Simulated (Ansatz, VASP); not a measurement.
**One calculation of KF, two programs**

File INCAR:

```
SYSTEM = KF
  PREC = Accurate
  ENCUT = 520
  EDIFF = 1E-6
  ISMEAR = 0
  SIGMA = 0.05
  LREAL = .FALSE.
  LASPH = .TRUE.
  NELM = 60
  ALGO = Normal
  ISIF = 2
  LWAVE = .FALSE.
  LCHARG = .FALSE.
  NBANDS = 15
```

Contents of KPOINTS:

```
regular mesh
0
G
  8 8 8
  0 0 0
```

File POSCAR:

```
KF
1.0
    0.0000000000      2.6356528549      2.6356528549
    2.6356528549      0.0000000000      2.6356528549
    2.6356528549      2.6356528549      0.0000000000
K F
1 1
Direct
    0.0000000000      0.0000000000      0.0000000000
    0.5000000000      0.5000000000      0.5000000000
```

Input for Ansatz:

```yaml
crystal:
  lattice:
    - [0.0, 2.6356528549, 2.6356528549]
    - [2.6356528549, 0.0, 2.6356528549]
    - [2.6356528549, 2.6356528549, 0.0]
  atoms:
    - { symbol: K, position: [0.0, 0.0, 0.0] }
    - { symbol: F, position: [0.5, 0.5, 0.5] }
basis:
  ecutwfc: 520.0
kpoints:
  mp_grid: { grid: [8, 8, 8] }
hamiltonian:
  xc: lda
scf:
  occupations: { method: gaussian, width: 0.05 }
output:
  forces: true
  stress: true
  eigenvalues: true
  write_density: true
  write_potential: true
  elf: true
  volumetric_format: npy
```

Alike in both runs: task single point; functional LDA; k mesh 8 × 8 × 8; occupations gaussian, width 0.05 eV; no spin polarisation.

|  | VASP | Ansatz |
| --- | --- | --- |
| version | VASP 6.6.1 | Ansatz 0.2.0 |
| potentials or method | VASP PAW LDA potentials, release 64 (K_sv, F), cutoff 520 eV | scalar-relativistic, plane waves, PAW |
| valence electrons in the cell | 16 | 16 |

Ansatz gave:

| Quantity | Value |
| --- | --- |
| gap on the k mesh at the Fermi level (eV) | 6.02 |
| least direct gap on the mesh (eV) | 6.02 |
| pressure (GPa) | -2.3 |

**Question.** Estimate VASP's values.

**Answer.** gap on the k mesh at the Fermi level (eV): 6.00; least direct gap on the mesh (eV): 6.00; pressure (GPa): -2.2.

LDA's correlation is that of Perdew and Zunger in VASP and of Perdew and Wang (1992) in Ansatz.
